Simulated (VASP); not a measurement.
# BaTiO3 (P4mm) in VASP: relaxation of cell and atoms with PBE+U

Aim: the relaxation of cell and atoms of BaTiO3 with PBE+U.

Program: VASP 6.6.1. These are calculated values, not measurements. Logs are shortened: lines on timing, memory, paths and dates and some standing lists are left out, and cuts for length are marked.

## (1) The cell of the first run

Symmetry: P4mm, No. 99, tetragonal system. The conventional cell has a = 4.000 Å, b = 4.000 Å, c = 4.018 Å, α = 90.00°, β = 90.00°, γ = 90.00°. Ba (site symmetry 4mm) has 12 O at 2.79 to 2.88 Å and 8 Ti at 3.45 to 3.49 Å within 3.7 Å. Ti (site symmetry 4mm) has 6 O at 1.89 to 2.13 Å within 2.5 Å. O (site symmetry 4mm) has 2 Ti at 1.89 to 2.13 Å within 2.5 Å. Within 2.9 Å of O (site symmetry 2mm) lie 2 Ti at 2.00 Å and 4 Ba at 2.79 to 2.88 Å and 8 O at 2.83 to 2.84 Å.

## (2) Relaxation of cell and atoms, PBE+U

File INCAR:

```
PREC     = Accurate       # precision mode
ENCUT    = 600            # plane-wave cutoff, eV
EDIFF    = 1E-7           # SCF threshold, eV
ISMEAR   = 0              # smearing method
SIGMA    = 0.02           # smearing width, eV
LREAL    = False          # projectors in reciprocal space
LASPH    = True           # aspherical terms in the spheres
NELM     = 150            # most SCF steps
ALGO     = Normal         # electronic algorithm
ISIF     = 3              # what is computed and relaxed
LWAVE    = False          # write WAVECAR
LCHARG   = False          # write CHGCAR
LMAXMIX  = 4              # l up to which the mixer works
LDAU     = True           # DFT+U
LDAUTYPE = 2            
LDAUL    = -1 2 -1        # shell
LDAUU    = 0 4 0          # U, eV
LDAUJ    = 0 0 0        
LDAUPRINT= 1            
GGA      = PE             # functional
IBRION   = 2              # ionic algorithm
NSW      = 100            # ionic steps
EDIFFG   = -0.005         # ionic threshold
```

File KPOINTS:

```
Automatic mesh
0
Gamma
  8 8 8
```

File POSCAR:

```
BaTiO3
1.0
    3.9998000000      0.0000000000      0.0000000000
    0.0000000000      3.9998000000      0.0000000000
    0.0000000000      0.0000000000      4.0180000000
Ba Ti O
1 1 3
Direct
    0.0000000000      0.0000000000      0.0000000000
    0.5000000000      0.5000000000      0.4900000000
    0.5000000000      0.5000000000      0.0190000000
    0.5000000000      0.0000000000      0.5170000000
    0.0000000000      0.5000000000      0.5170000000
```

Potentials or basis: VASP PAW PBE potentials, release 64 (Ba_sv, Ti_sv, O).

Started as:

```console
$ cat potpaw_PBE.64/Ba_sv/POTCAR potpaw_PBE.64/Ti_sv/POTCAR potpaw_PBE.64/O/POTCAR > POTCAR
$ mpirun -np 1 vasp_std > vasp.out
```

OUTCAR:

```text
PREC = Accurate
   ENCUT = 600
   EDIFF = 1E-7
   ISMEAR = 0
   LREAL = False
   LASPH = True
   NELM = 150
   ISIF = 3
   GGA = PE
   IBRION = 2
   NSW = 100
   EDIFFG = -0.005

 ion  position               nearest neighbor table
   1  0.000  0.000  0.000-   4 2.79   5 2.79   5 2.79   4 2.79   3 2.83   3 2.83   3 2.83   3 2.83
                             4 2.88   5 2.88   5 2.88   4 2.88   2 3.45   2 3.45   2 3.45   2 3.45
   2  0.500  0.500  0.490-   3 1.89   4 2.00   5 2.00   4 2.00   5 2.00   3 2.13   1 3.45   1 3.45
                             1 3.45   1 3.45   1 3.49   1 3.49   1 3.49   1 3.49
   3  0.500  0.500  0.019-   2 1.89   2 2.13   1 2.83   1 2.83   1 2.83   1 2.83
   4  0.500  0.000  0.517-   2 2.00   2 2.00   1 2.79   1 2.79   1 2.88   1 2.88
   5  0.000  0.500  0.517-   2 2.00   2 2.00   1 2.79   1 2.79   1 2.88   1 2.88

  LATTYP: Found a simple tetragonal cell.
 ALAT       =     3.9998000000
 C/A-ratio  =     1.0045502275

  Lattice vectors:

 A1 = (   3.9998000000,   0.0000000000,   0.0000000000)
 A2 = (   0.0000000000,   3.9998000000,   0.0000000000)
 A3 = (   0.0000000000,   0.0000000000,   4.0180000000)

Analysis of symmetry for initial positions (statically):
=====================================================================
 Subroutine PRICEL returns:
 Original cell was already a primitive cell.

 Routine SETGRP: Setting up the symmetry group for a
 simple tetragonal supercell.

 Subroutine GETGRP returns: Found  8 space group operations
 (whereof  8 operations were pure point group operations)
 out of a pool of 16 trial point group operations.

The static configuration has the point symmetry C_4v.

Analysis of symmetry for dynamics (positions and initial velocities):
=====================================================================
 Subroutine PRICEL returns:
 Original cell was already a primitive cell.

 Routine SETGRP: Setting up the symmetry group for a
 simple tetragonal supercell.

 Subroutine GETGRP returns: Found  8 space group operations
 (whereof  8 operations were pure point group operations)
 out of a pool of 16 trial point group operations.

The dynamic configuration has the point symmetry C_4v.

 Subroutine INISYM returns: Found  8 space group operations
 (whereof  8 operations are pure point group operations),
 and found     1 'primitive' translations

----------------------------------------------------------------------------------------

                                     Primitive cell

  volume of cell :      64.2816

  direct lattice vectors                    reciprocal lattice vectors
     3.999800000  0.000000000  0.000000000     0.250012501  0.000000000  0.000000000
     0.000000000  3.999800000  0.000000000     0.000000000  0.250012501  0.000000000
     0.000000000  0.000000000  4.018000000     0.000000000  0.000000000  0.248880040

  length of vectors
     3.999800000  3.999800000  4.018000000     0.250012501  0.250012501  0.248880040

  position of ions in fractional coordinates (direct lattice)
     0.000000000  0.000000000  0.000000000
     0.500000000  0.500000000  0.490000000
     0.500000000  0.500000000  0.019000000
     0.500000000  0.000000000  0.517000000
     0.000000000  0.500000000  0.517000000

  ion indices of the primitive-cell ions
   primitive index   ion index
                 1           1
                 2           2
                 3           3
                 4           4
                 5           5

----------------------------------------------------------------------------------------

 KPOINTS: Automatic mesh

Automatic generation of k-mesh.
 Grid dimensions read from file:
 generate k-points for:    8    8    8

 Generating k-lattice:

  Cartesian coordinates                     Fractional coordinates (reciprocal lattice)
     0.031251563  0.000000000  0.000000000     0.125000000  0.000000000  0.000000000
     0.000000000  0.031251563  0.000000000     0.000000000  0.125000000  0.000000000
     0.000000000  0.000000000  0.031110005     0.000000000  0.000000000  0.125000000
[... 52 lines left out ...]
   LNONCOLLINEAR =      F non collinear calculations
   LSORBIT =      F    spin-orbit coupling
   LASPH  =      T    aspherical Exc in radial PAW
   ENCUT  =  600.0 eV  44.10 Ry    6.64 a.u.   7.99  7.99  8.02*2*pi/ulx,y,z
   NELM   =    150;   NELMIN=  2; NELMDL= -5     # of ELM steps
   EDIFF  = 0.1E-06   stopping-criterion for ELM
   LREAL  =      F    real-space projection
   EDIFFG = -.5E-02   stopping-criterion for IOM
   NSW    =    100    number of steps for IOM
   IBRION =      2    ionic relax: 0-MD 1-quasi-New 2-CG
   NFREE  =      1    steps in history (QN), initial steepest desc. (CG)
   ISIF   =      3    stress and relaxation
   ISYM   =      2    0-nonsym 1-usesym 2-fastsym
   POTIM  = 0.5000    time-step for ionic-motion
   TEBEG  =    0.0;   TEEND  =   0.0 temperature during run
   PSTRESS=    0.0 pullay stress
   NELECT =      40.0000    total number of electrons
   NUPDOWN=      -1.0000    fix difference up-down
   EMIN   =  10.00;   EMAX   =-10.00  energy-range for DOS
   EFERMI =   0.00;   METHOD = LEGACY
   ISMEAR =     0;   SIGMA  =   0.02  broadening in eV -4-tet -1-fermi 0-gaus
   EFERMI_NEDOS =   21; number of points for ismear=-14 and -15
   IALGO  =     38    algorithm
   IMIX   =      4    mixing-type and parameters
     AMIX     =   0.40;   BMIX     =  1.00
     AMIX_MAG =   1.60;   BMIX_MAG =  1.00
  volume/ion in A,a.u.               =      12.86        86.76
  Fermi-wavevector in a.u.,A,eV,Ry     =   1.397653  2.641181 26.578078  1.953434
  Thomas-Fermi vector in A             =   2.520888
   LORBIT       =      0    0 simple, 1 ext, 2 COOP (PROOUT), +10 PAW based schemes
 LDA+U is selected, type is set to LDAUTYPE =  2
   angular momentum for each species LDAUL =    -1    2   -1
   U (eV)           for each species LDAUU =   0.0  4.0  0.0
   J (eV)           for each species LDAUJ =   0.0  0.0  0.0
   GGA     = PE    functional components
   LHFCALC =     F    Hartree Fock is set to
   AEXX    =    0.0000 exact exchange contribution
   IVDW    =     0    specifies the selected vdW correction
   LEPSILON=     F    determine dielectric tensor
   LRPA    =     F    only Hartree local field effects (RPA)
 conjugate gradient relaxation of ions
 non-spin polarized calculation
 Gauss-broadening in eV      SIGMA  =   0.02
  energy-cutoff  :      600.00
  volume of cell :       64.28
 maximum number of plane-waves:      2176
 NGX is ok and might be reduce to    32
   NGX = 15   NGY = 15   NGZ = 17

--------------------------------------- Ionic step        1  -------------------------------------------

 number of electron      39.9999999 magnetization

 Free energy of the ion-electron system (eV)
  ---------------------------------------------------
  ext. energy  EPLUGINS =         0.00000000
  ---------------------------------------------------
  free energy    TOTEN  =       -37.28214941 eV

  energy without entropy =      -37.28214941  energy(sigma->0) =      -37.28214941

------------------------ aborting loop because EDIFF is reached ----------------------------------------

  FORCE on cell =-STRESS in cart. coord.  units (eV):
  Direction    XX          YY          ZZ          XY          YZ          ZX
  --------------------------------------------------------------------------------------
  -------------------------------------------------------------------------------------
  Total        2.7539348      2.7539348      3.2592331      0.0000000      0.0000000      0.0000000
  in kB       68.6400754     68.6400754     81.2343136      0.0000000      0.0000000      0.0000000
  external PRESSURE =      72.8381548 kB  Pullay stress =       0.0000000 kB
[... 98 lines left out ...]
  FREE ENERGIE OF THE ION-ELECTRON SYSTEM (eV)
  ---------------------------------------------------
  free  energy   TOTEN  =       -37.3458705957 eV

  energy  without entropy=      -37.3458705957  energy(sigma->0) =      -37.34587060

[... ionic steps 4 to 24 ...]

--------------------------------------- Ionic step       25  -------------------------------------------

 number of electron      40.0000007 magnetization

------------------------ aborting loop because EDIFF is reached ----------------------------------------
[... 67 lines left out ...]
  FREE ENERGIE OF THE ION-ELECTRON SYSTEM (eV)
  ---------------------------------------------------
  free  energy   TOTEN  =       -37.3522164002 eV

  energy  without entropy=      -37.3522164002  energy(sigma->0) =      -37.35221640

atom =   2  type =  2  l = 2

 onsite density matrix

spin component  1

  0.1021  0.0000  0.0000 -0.0000  0.0000
  0.0000  0.1021 -0.0000  0.0000  0.0000
  0.0000 -0.0000  0.2299  0.0000 -0.0000
 -0.0000  0.0000  0.0000  0.1021 -0.0000
  0.0000  0.0000 -0.0000 -0.0000  0.2298

spin component  2

  0.1021  0.0000  0.0000 -0.0000  0.0000
  0.0000  0.1021 -0.0000  0.0000  0.0000
  0.0000 -0.0000  0.2299  0.0000 -0.0000
 -0.0000  0.0000  0.0000  0.1021 -0.0000
  0.0000  0.0000 -0.0000 -0.0000  0.2298

 occupancies and eigenvectors

  o =  0.1021  v =  1.0000  0.0000  0.0000  0.0000  0.0000  0.0000  0.0000  0.0000  0.0000  0.0000      0.0000  0.0000  0.0000  0.0000  0.0000  0.0000  0.0000  0.0000  0.0000  0.0000
  o =  0.1021  v =  0.0000  0.0000  0.0000  0.0000  0.0000  1.0000  0.0000  0.0000  0.0000  0.0000      0.0000  0.0000  0.0000  0.0000  0.0000  0.0000  0.0000  0.0000  0.0000  0.0000
  o =  0.1021  v =  0.0000 -0.3364  0.0000  0.9417 -0.0000  0.0000  0.0000  0.0000  0.0000  0.0000      0.0000  0.0000  0.0000  0.0000  0.0000  0.0000  0.0000  0.0000  0.0000  0.0000
  o =  0.1021  v =  0.0000  0.0000  0.0000  0.0000  0.0000  0.0000 -0.3364  0.0000  0.9417 -0.0000      0.0000  0.0000  0.0000  0.0000  0.0000  0.0000  0.0000  0.0000  0.0000  0.0000
  o =  0.1021  v =  0.0000  0.9417 -0.0000  0.3364 -0.0000  0.0000  0.0000  0.0000  0.0000  0.0000      0.0000  0.0000  0.0000  0.0000  0.0000  0.0000  0.0000  0.0000  0.0000  0.0000
  o =  0.1021  v =  0.0000  0.0000  0.0000  0.0000  0.0000  0.0000  0.9417 -0.0000  0.3364 -0.0000      0.0000  0.0000  0.0000  0.0000  0.0000  0.0000  0.0000  0.0000  0.0000  0.0000
  o =  0.2298  v =  0.0000  0.0000  0.0000  0.0000  0.0000  0.0000 -0.0000  0.0000 -0.0000 -1.0000      0.0000  0.0000  0.0000  0.0000  0.0000  0.0000  0.0000  0.0000  0.0000  0.0000
  o =  0.2298  v =  0.0000 -0.0000  0.0000 -0.0000 -1.0000  0.0000  0.0000  0.0000  0.0000  0.0000      0.0000  0.0000  0.0000  0.0000  0.0000  0.0000  0.0000  0.0000  0.0000  0.0000
  o =  0.2299  v =  0.0000  0.0000  1.0000 -0.0000 -0.0000  0.0000  0.0000  0.0000  0.0000  0.0000      0.0000  0.0000  0.0000  0.0000  0.0000  0.0000  0.0000  0.0000  0.0000  0.0000
  o =  0.2299  v =  0.0000  0.0000  0.0000  0.0000  0.0000  0.0000  0.0000  1.0000 -0.0000 -0.0000      0.0000  0.0000  0.0000  0.0000  0.0000  0.0000  0.0000  0.0000  0.0000  0.0000

--------------------------------------- Ionic step       27  -------------------------------------------

 number of electron      40.0000006 magnetization

 Free energy of the ion-electron system (eV)
  ---------------------------------------------------
  ext. energy  EPLUGINS =         0.00000000
  ---------------------------------------------------
  free energy    TOTEN  =       -37.35222218 eV

  energy without entropy =      -37.35222218  energy(sigma->0) =      -37.35222218

 E-fermi :   3.8378     XC(G=0): -11.0588

 val. band max:        3.6686789865   @ k =   0.5000   0.5000   0.5000
 cond. band min:       5.7902179371   @ k =   0.0000   0.0000   0.0000
 fundamental gap:      2.1215389505
 Fermi energy:         3.8377947563

 k-point     1 :       0.0000    0.0000    0.0000
  band No.  band energies     occupation
      1     -54.2585      2.00000
      2     -30.3994      2.00000
      3     -30.3994      2.00000
      4     -30.3994      2.00000
      5     -21.2468      2.00000
      6     -13.1896      2.00000
[... 637 lines left out ...]
     23       7.4115      0.00000
     24       7.9273      0.00000

 [... further k-points ...]

------------------------ aborting loop because EDIFF is reached ----------------------------------------

  FORCE on cell =-STRESS in cart. coord.  units (eV):
  Direction    XX          YY          ZZ          XY          YZ          ZX
  --------------------------------------------------------------------------------------
  -------------------------------------------------------------------------------------
  Total       -0.0226183     -0.0226183     -0.0246027      0.0000000     -0.0000000      0.0000000
  in kB       -0.5430366     -0.5430366     -0.5906792      0.0000000     -0.0000000      0.0000000
  external PRESSURE =      -0.5589175 kB  Pullay stress =       0.0000000 kB
[... 20 lines left out ...]
  FREE ENERGIE OF THE ION-ELECTRON SYSTEM (eV)
  ---------------------------------------------------
  free  energy   TOTEN  =       -37.3522221808 eV

  energy  without entropy=      -37.3522221808  energy(sigma->0) =      -37.35222218

 reached required accuracy - stopping structural energy minimisation
```

Wall time 12 min (1 thread of Intel Xeon 6975P-C (Granite Rapids), shared host); peak memory 0.28 GiB.

What came out:

| Quantity | Value |
| --- | --- |
| Free energy | -37.3522 eV |
| Relaxed volume | 13.35 Å³/atom |
| Relaxed cell | a = 4.056 Å, b = 4.056 Å, c = 4.056 Å, α = 90.00°, β = 90.00°, γ = 90.00° |
| Space group after relaxing (to 0.1 Å) | Pm-3m (No. 221) |
| Energy gained by relaxing | 14.0 meV/atom |
| Ionic steps | 27 |
| Pressure after relaxing | -0.1 GPa |
| Band gap on the k mesh | 2.12 eV (least direct gap 2.34 eV) |

Forces in eV/Å, atoms in the order of the input:
```
Ba   0.000  0.000  0.001
Ti   0.000  0.000  0.001
O    0.000  0.000 -0.003
O    0.000  0.000  0.000
O    0.000  0.000  0.000
```

Step by step:
```tsv
step	energy change (eV)	largest force (eV/Å)	pressure (GPa)	volume (Å³)
1	0.0000	0.4710	7.28	64.28
2	-0.0040	0.2915	-6.26	69.87
3	-0.0637	0.1303	-0.16	67.02
4	-0.0637	0.1357	-0.03	66.97
5	-0.0658	0.0895	0.01	66.94
6	-0.0667	0.0885	0.06	66.91
7	-0.0674	0.0698	-0.13	66.96
8	-0.0683	0.0278	-0.66	67.10
9	-0.0685	0.0320	-0.57	67.05
10	-0.0692	0.0440	-0.28	66.90
11	-0.0692	0.0664	0.33	66.60
12	-0.0694	0.0564	0.04	66.74
13	-0.0695	0.0524	0.04	66.73
14	-0.0697	0.0399	0.07	66.71
15	-0.0699	0.0175	0.12	66.67
16	-0.0698	0.0463	0.29	66.59
17	-0.0700	0.0119	0.18	66.64
18	-0.0700	0.0166	-0.15	66.78
19	-0.0700	0.0148	-0.02	66.72
20	-0.0700	0.0107	-0.02	66.72
21	-0.0700	0.0082	-0.02	66.72
22	-0.0701	0.0073	0.04	66.70
23	-0.0701	0.0071	0.04	66.69
24	-0.0701	0.0059	0.03	66.70
25	-0.0701	0.0084	0.00	66.71
26	-0.0701	0.0070	-0.01	66.72
27	-0.0701	0.0028	-0.06	66.73
```

Final structure:
```yaml
crystal:
  lattice:
    - [4.05615, 0.00000, 0.00000]
    - [0.00000, 4.05615, 0.00000]
    - [0.00000, 0.00000, 4.05616]
  atoms:
    - { symbol: Ba, position: [0.00000, 0.00000, 0.00836] }
    - { symbol: Ti, position: [0.50000, 0.50000, 0.50809] }
    - { symbol: O, position: [0.50000, 0.50000, 0.00901] }
    - { symbol: O, position: [0.50000, 0.00000, 0.50876] }
    - { symbol: O, position: [0.00000, 0.50000, 0.50876] }
```

Levels at points of the mesh, in eV from the valence-band top:
| k point | band 17 | band 18 | band 19 | band 20 | band 21 | band 22 | band 23 | band 24 |
| --- | --- | --- | --- | --- | --- | --- | --- | --- |
| (0.00, 0.00, 0.00) | -1.04 | -0.22 | -0.22 | -0.22 | 2.12 | 2.12 | 2.12 | 3.67 |
| (0.50, 0.00, 0.00) | -1.70 | -1.70 | -0.78 | -0.78 | 2.29 | 3.68 | 3.71 | 3.71 |
| (0.50, 0.50, 0.00) | -1.89 | -0.91 | -0.91 | -0.09 | 3.72 | 3.72 | 4.13 | 4.43 |
| (0.00, 0.00, 0.50) | -1.70 | -1.70 | -0.78 | -0.78 | 2.29 | 3.68 | 3.71 | 3.71 |
| (0.50, 0.00, 0.50) | -1.89 | -0.91 | -0.91 | -0.09 | 3.72 | 3.72 | 4.13 | 4.43 |
| (0.50, 0.50, 0.50) | -2.33 | 0.00 | 0.00 | 0.00 | 4.34 | 4.34 | 4.34 | 6.48 |

Eigenvalues of the final occupation matrices:
```csv
site,spin,trace,eigenvalues
site 2 d,1,0.77,0.10 0.10 0.10 0.23 0.23
site 2 d,2,0.77,0.10 0.10 0.10 0.23 0.23
```

Caveat: spin-orbit coupling is left out, which moves the levels of the heavy elements. Zero-point motion and thermal expansion aren't in these numbers.
